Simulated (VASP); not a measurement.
Set up this calculation in VASP 6.6.1, as the native input.

| Property | Result |
| --- | --- |
| Task | relaxation of the atoms |
| Functional | PBE |
| Potentials or basis | VASP PAW PBE potentials, release 64 (Ta_sv_GW, N) |
| Cutoff | 520 eV |
| k mesh | 1 × 1 × 1 |
| Occupations | gaussian, width 0.1 eV |
| Spin | no spin polarisation |
| Dipole correction | no |
| Second run | valence_matched |
| Further INCAR settings | LREAL = Auto; ALGO = Normal; EDIFF = 1e-07; IBRION = 2; EDIFFG = -0.025; NSW = 65 |

The structure of Ta8N7 (a cell with a defect) lies in POSCAR:

```
Ta8N7
1.0
    0.0000000000      0.0000000000     -5.7955432028
    2.9501846797     -5.1098697569      0.0000000000
   -5.9003693593      0.0000000000      0.0000000000
Ta N
8 7
Direct
    0.2500000000      0.1666666667      0.3333333333
    0.7500000000      0.1666666667      0.3333333333
    0.2500000000      0.6666666667      0.3333333333
    0.7500000000      0.6666666667      0.3333333333
    0.2500000000      0.1666666667      0.8333333333
    0.7500000000      0.1666666667      0.8333333333
    0.2500000000      0.6666666667      0.8333333333
    0.7500000000      0.6666666667      0.8333333333
    0.0000000000      0.0000000000      0.5000000000
    0.5000000000      0.5000000000      0.5000000000
    0.0000000000      0.5000000000      0.5000000000
    0.5000000000      0.0000000000      0.0000000000
    0.0000000000      0.0000000000      0.0000000000
    0.5000000000      0.5000000000      0.0000000000
    0.0000000000      0.5000000000      0.0000000000
```

These files were run (other wordings do the same):

INCAR

```
PREC     = Accurate       # precision mode
ENCUT    = 520            # plane-wave cutoff, eV
EDIFF    = 1E-7           # SCF threshold, eV
ISMEAR   = 0              # smearing method
SIGMA    = 0.1            # smearing width, eV
LREAL    = Auto         
LASPH    = True           # aspherical terms in the spheres
NELM     = 120            # most SCF steps
ALGO     = Normal         # electronic algorithm
ISIF     = 2              # what is computed and relaxed
LWAVE    = False          # write WAVECAR
LCHARG   = False          # write CHGCAR
GGA      = PE             # functional
IBRION   = 2              # ionic algorithm
NSW      = 65             # ionic steps
EDIFFG   = -0.025         # ionic threshold
GGA_COMPAT= False        
NELMIN   = 4
```

KPOINTS

```
regular mesh
0
Gamma
  1 1 1
```

Potentials or basis: VASP PAW PBE potentials, release 64 (Ta_sv_GW, N).

Launch:

```bash
$ cat potpaw_PBE.64/Ta_sv_GW/POTCAR potpaw_PBE.64/N/POTCAR > POTCAR
$ mpirun -np 1 vasp_gam > vasp.out
```

Results of the run:

```yaml
Energy_gained_by_relaxing: 5.8 meV/atom
Ionic_steps: 8
Pressure_after_relaxing: -6.6 GPa
Largest_force_after_relaxing: 0.012 eV/Å
```

Caveat: the k points lie up to 1.23 Å⁻¹ apart.

It took 4.2 min on 1 thread of Intel(R) Xeon(R) 6975P-C (Granite Rapids), with other jobs on the host, peak memory 0.34 GiB.
